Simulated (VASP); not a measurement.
Crystal: Ti.

```
Ti
1.0
     1.64000    1.64000    1.64000
    -1.64000    1.64000    1.64000
    -1.64000   -1.64000    1.64000
Ti
1
Cartesian
  0.0000 0.0000 0.0000
```

* Program: VASP 6.6.1
* Task: relaxation of cell and atoms
* Functional: PBEsol
* Potentials or basis: VASP PAW PBE potentials, release 64 (Ti_sv)
* Cutoff: 600 eV
* k mesh: 10 × 10 × 10
* Occupations: fermi-dirac, width 0.1 eV
* Spin: no spin polarisation

At the start: pressure -6.2 GPa; volume 17.64 Å³/atom.

How do energy, volume and symmetry change on relaxing?

Over 3 steps the energy falls by 22.3 meV/atom and the volume is 16.56 Å³/atom (-6.2 %); space group Im-3m (No. 229, to 0.05 Å).

The path:
| step | energy change (eV) | largest force (eV/Å) | pressure (GPa) | volume (Å³) |
| --- | --- | --- | --- | --- |
| 1 | 0.0000 | 0.0000 | -6.25 | 17.64 |
| 2 | -0.0141 | 0.0000 | 4.38 | 15.94 |
| 3 | -0.0223 | 0.0000 | 0.03 | 16.56 |

Final structure:
```yaml
crystal:
  lattice:
    - [1.60564, 1.60564, 1.60564]
    - [-1.60564, 1.60564, 1.60564]
    - [-1.60564, -1.60564, 1.60564]
  atoms:
    - { symbol: Ti, position: [0.00000, 0.00000, 0.00000] }
```

Caveat: the PAW data sets were made with another functional, which shifts forces and pressure a little.
